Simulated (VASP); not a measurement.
Write the native input for VASP 6.6.1 that does the following.

| Quantity | Value |
| --- | --- |
| Task | single point |
| Functional | PBEsol |
| Potentials or basis | VASP PAW PBE potentials, release 64 (P) |
| Cutoff | 520 eV |
| k mesh | 14 × 14 × 12 |
| Occupations | gaussian, width 0.1 eV |
| Spin | no spin polarisation |
| Dipole correction | no |
| Further INCAR settings | ALGO = Normal; EDIFF = 1e-06; NBANDS = 18 |

The structure of P lies in POSCAR:

```
P
1.0
    1.6586866908     -5.1471194133      0.0000000000
    1.6586866908      5.1471194133      0.0000000000
    0.0000000000      0.0000000000      4.1969501015
P
4
Direct
    0.1052449363      0.8947550637      0.9271013884
    0.6052449363      0.3947550637      0.5728986116
    0.8947550637      0.1052449363      0.0728986116
    0.3947550637      0.6052449363      0.4271013884
```

The input as run:

INCAR

```
SYSTEM = P
PREC     = Accurate       ! precision mode
ENCUT    = 520            ! plane-wave cutoff, eV
EDIFF    = 1E-6           ! SCF threshold, eV
ISMEAR   = 0              ! smearing method
SIGMA    = 0.1            ! smearing width, eV
LREAL    = .False.        ! projectors in reciprocal space
LASPH    = .True.         ! aspherical terms in the spheres
NELM     = 100            ! most SCF steps
ALGO     = Normal         ! electronic algorithm
ISIF     = 2              ! what is computed and relaxed
LWAVE    = .False.        ! write WAVECAR
LCHARG   = .True.         ! write CHGCAR
GGA      = PS             ! functional
LELF     = .True.         ! ELF
LVHAR    = .True.       
NBANDS   = 18             ! bands
```

KPOINTS

```
Automatic mesh
0
Gamma
  14 14 12
  0 0 0
```

Potentials or basis: VASP PAW PBE potentials, release 64 (P).

Command:

```sh
$ cat potpaw_PBE.64/P/POTCAR > POTCAR
$ mpirun -np 1 vasp_std > vasp.out
```

It gave:

```yaml
Pressure: -0.1 GPa
Largest_force: 0.034 eV/Å
Band_gap_on_the_k_mesh: zero (bands 10 and 11 overlap by 0.27 eV)
```

Caveat: the PAW data sets were made with another functional, which shifts forces and pressure a little.

It took 6.1 min on 1 thread of Intel(R) Xeon(R) Platinum 8259CL CPU @ 2.50GHz (Skylake/Cascade Lake), with other jobs on the host, peak memory 0.47 GiB.
